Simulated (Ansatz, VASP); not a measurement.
One calculation of C, two programs

Contents of INCAR:

```
  PREC = Accurate
  ENCUT = 600
  EDIFF = 1E-6
  ISMEAR = -1
  SIGMA = 0.05
  LREAL = False
  LASPH = True
  NELM = 80
  ALGO = Normal
  ISIF = 3
  LWAVE = False
  LCHARG = False
  GGA = CA
  IBRION = 2
  NSW = 60
  EDIFFG = -0.01
```

The input KPOINTS:

```
Automatic mesh
0
Gamma
  12 12 3
```

File POSCAR:

```
C
1.0
    2.5221000000      0.0000000000      0.0000000000
   -1.2610500000      2.1842026709      0.0000000000
    0.0000000000      0.0000000000     12.3557000000
C
12
Direct
    0.6666666667      0.3333333333      0.3541700000
    0.3333333333      0.6666666667      0.8541700000
    0.6666666667      0.3333333333      0.1458300000
    0.3333333333      0.6666666667      0.6458300000
    0.6666666667      0.3333333333      0.4791700000
    0.3333333333      0.6666666667      0.9791700000
    0.6666666667      0.3333333333      0.0208300000
    0.3333333333      0.6666666667      0.5208300000
    0.0000000000      0.0000000000      0.8125000000
    0.0000000000      0.0000000000      0.3125000000
    0.0000000000      0.0000000000      0.6875000000
    0.0000000000      0.0000000000      0.1875000000
```

The input input.yaml:

```yaml
crystal:
  lattice:
    - [2.5221, 0.0, 0.0]
    - [-1.26105, 2.1842026709, 0.0]
    - [0.0, 0.0, 12.3557]
  atoms:
    - { symbol: C, position: [0.6666666667, 0.3333333333, 0.35417] }
    - { symbol: C, position: [0.3333333333, 0.6666666667, 0.85417] }
    - { symbol: C, position: [0.6666666667, 0.3333333333, 0.14583] }
    - { symbol: C, position: [0.3333333333, 0.6666666667, 0.64583] }
    - { symbol: C, position: [0.6666666667, 0.3333333333, 0.47917] }
    - { symbol: C, position: [0.3333333333, 0.6666666667, 0.97917] }
    - { symbol: C, position: [0.6666666667, 0.3333333333, 0.02083] }
    - { symbol: C, position: [0.3333333333, 0.6666666667, 0.52083] }
    - { symbol: C, position: [0.0, 0.0, 0.8125] }
    - { symbol: C, position: [0.0, 0.0, 0.3125] }
    - { symbol: C, position: [0.0, 0.0, 0.6875] }
    - { symbol: C, position: [0.0, 0.0, 0.1875] }
hamiltonian:
  xc: lda
  pseudopotentials: { kind: paw }
kpoints:
  mp_grid: { grid: [12, 12, 3] }
scf:
  occupations: { method: fermi_dirac, width: 0.05 }
output:
  forces: true
  stress: true
relax:
  f_tol: 0.01
  max_steps: 40
  cell: { stress_tol: 0.05 }
```

Alike in both runs: task relaxation of cell and atoms; functional LDA; k mesh 12 × 12 × 3; occupations fermi-dirac, width 0.05 eV; no spin polarisation.

|  | VASP | Ansatz |
| --- | --- | --- |
| version | VASP 6.6.1 | Ansatz 0.2.0 |
| potentials or method | VASP PAW LDA potentials, release 64 (C) | Ansatz PAW |
| plane-wave cutoff (eV) | 600 | 420 |
| valence electrons in the cell | 48 | 48 |

Ansatz gave:

```
relaxed volume (Å³/atom)                                     : 5.51
relaxed cell length with the largest relative difference (Å) : 12.293
```

Estimate VASP's values.

relaxed volume (Å³/atom): 5.52; relaxed cell length with the largest relative difference (Å): 12.300.

LDA's correlation is that of Perdew and Zunger in VASP and of Perdew and Wang (1992) in Ansatz.

Noted on Ansatz's run: Pulay correction over one GPa; odd divisions of the mesh miss points on the zone boundary, where band edges often lie, so the gap on the mesh can be too wide; the plane-wave basis is chosen anew once the cell has moved, so the energies of steps on either side of that aren't comparable.
